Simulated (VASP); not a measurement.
# Os: single point with PBE

The system is Os.

```
CELL_PARAMETERS angstrom
2.75593 0.00000 0.00000
-1.37796 2.38670 0.00000
0.00000 0.00000 4.34265
ATOMIC_POSITIONS crystal
Os 0.33333 0.66667 0.25000
Os 0.66667 0.33333 0.75000
```

```yaml
Program: VASP 6.6.1
Task: single point
Functional: PBE
Potentials_or_basis: VASP PAW PBE potentials, release 64 (Os)
Cutoff: 520 eV
k_mesh: 3 × 3 × 2
Occupations: fermi-dirac, width 0.1 eV
Spin: no spin polarisation
Dipole_correction: no
Further_INCAR_settings: ALGO = Normal; EDIFF = 1e-06; NBANDS = 15
```

The pressure is 9.0 GPa and the band gap on the k mesh is zero (band 8 reaches 10.57 eV, above the bottom of band 9 at 7.59 eV).

Stress tensor (GPa, compression positive):
```
 23.50   0.00   0.00
  0.00  23.50   0.00
  0.00   0.00 -19.95
```

Levels at points of the mesh, in eV from the Fermi level:
```tsv
k point	band 6	band 7	band 8	band 9	band 10	band 11
(0.00, 0.00, 0.00)	-2.62	-2.62	-2.03	-2.03	-0.41	1.14
(0.00, 0.00, 0.50)	-3.64	-3.64	-3.64	0.37	0.37	0.37
```

Wall time 2.5 s on 1 thread of Intel(R) Xeon(R) 6975P-C (Granite Rapids), with other jobs on the host, peak memory 0.13 GiB.

Caveat: the k points lie up to 0.88 Å⁻¹ apart; spin-orbit coupling is left out, which moves the levels of the heavy elements.
